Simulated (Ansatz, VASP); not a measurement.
**MgS in VASP and in Ansatz**

Contents of POSCAR:

```
MgS
1.0
    0.0000000000      2.6146582500      2.6146582500
    2.6146582500      0.0000000000      2.6146582500
    2.6146582500      2.6146582500      0.0000000000
Mg S
1 1
Direct
    0.0000000000      0.0000000000      0.0000000000
    0.5000000000      0.5000000000      0.5000000000
```

File INCAR.step1:

```
PREC = Accurate ; ENCUT = 660
ISMEAR = 0 ; SIGMA = 0.01
LREAL = False ; LASPH = True
NELM = 120 ; NBANDS = 11
GGA = PE ; ALGO = Normal
EDIFF = 1E-5 ; LWAVE = True
LCHARG = False ; GGA_COMPAT = False
```

Contents of INCAR.step2:

```
PREC = Accurate ; ENCUT = 660
EDIFF = 1E-6 ; ISMEAR = 0
SIGMA = 0.01 ; LREAL = False
LASPH = True ; NELM = 120
ALGO = Normal ; ISIF = 2
LWAVE = False ; LCHARG = False
METAGGA = R2SCAN ; LMIXTAU = True
NBANDS = 11 ; ISTART = 1
GGA_COMPAT = False
```

Contents of KPOINTS:

```
Automatic mesh
0
Gamma
  8 8 8
```

Input for Ansatz:

```yaml
crystal:
  lattice:
    - [0.0, 2.61465825, 2.61465825]
    - [2.61465825, 0.0, 2.61465825]
    - [2.61465825, 2.61465825, 0.0]
  atoms:
    - { symbol: Mg, position: [0.0, 0.0, 0.0] }
    - { symbol: S, position: [0.5, 0.5, 0.5] }
kpoints:
  mp_grid: { grid: [8, 8, 8] }
scf:
  occupations: { method: fixed }
  convergence: { dr2_threshold: 1.0e-10 }
hamiltonian:
  xc: r2scan
  pseudopotentials: { kind: paw }
output:
  forces: true
  stress: true
  eigenstates:
    kpoints:
      - [0.0, 0.0, 0.0]
      - [0.0, -0.5, -0.5]
      - [-0.5, 0.0, -0.5]
      - [-0.5, -0.5, 0.0]
      - [-0.5, 0.0, 0.0]
      - [0.0, -0.5, 0.0]
      - [0.0, 0.0, -0.5]
      - [-0.5, -0.5, -0.5]
  eigenvalues: true
```

Alike in both runs: task single point; functional r2SCAN; k mesh 8 × 8 × 8; no spin polarisation.

```csv
,VASP,Ansatz
version,VASP 6.6.1,Ansatz 0.2.0
potentials or method,"VASP PAW PBE potentials, release 64 (Mg, S)","PAW with Ansatz's default frozen-core files, scalar-relativistic"
plane-wave cutoff (eV),660,500
occupations,"gaussian, width 0.01 eV",fixed
valence electrons in the cell,8,16
```

```tsv
	VASP	Ansatz	Ansatz less VASP
gap on the k mesh at the Fermi level (eV)	3.40	3.43	+0.030
pressure (GPa)	-1.6	-1.2	+0.44
```

VASP's potentials were made for PBE, not for r2SCAN. VASP's potentials hold 8 valence electrons a cell and Ansatz's 16, so a difference there can come from the potentials and not from the codes.
